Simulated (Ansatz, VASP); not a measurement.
**GaSbTe2S in VASP and in Ansatz**

```
Ga Sb Te S
1.0
     4.16815    0.00000    0.00000
     0.00000   11.44619    0.00000
     0.00000    0.00000    3.41778
Ga Sb Te S
1 1 2 1
Direct
  0.50000 0.00000 0.00000
  0.50000 0.50000 0.00000
  0.50000 0.22972 0.00000
  0.50000 0.77028 0.00000
  0.00000 0.50000 0.50000
```

Alike in both runs: functional PBE; k mesh 6 × 4 × 4; occupations gaussian, width 0.1 eV; no spin polarisation.

Ansatz relaxed the structure, and its values are those at the end. VASP's run is a single point on that final structure, the one shown.

```csv
,VASP,Ansatz
version,VASP 6.6.1,Ansatz 0.2.0
potentials or method,"VASP PAW PBE potentials, release 64 (Ga_d, Sb, Te, S), cutoff 520 eV","scalar-relativistic, plane waves, PAW"
valence electrons in the cell,36,66
```

|  | VASP | Ansatz | Ansatz less VASP |
| --- | --- | --- | --- |
| gap on the k mesh at the Fermi level (eV) | none | none | - |
| pressure (GPa) | 0.0 | 0.0 | +0.05 |
| rms of the force components (eV/Å) | 0.006 | 0.001 | -0.0046 |

A gap of «none» marks a metal or a gap that the smearing closes. VASP's potentials hold 36 valence electrons a cell and Ansatz's 66, so a difference there can come from the potentials and not from the codes.

The k mesh is coarse, so the values compare programs but aren't converged. Spin-orbit coupling is off throughout.
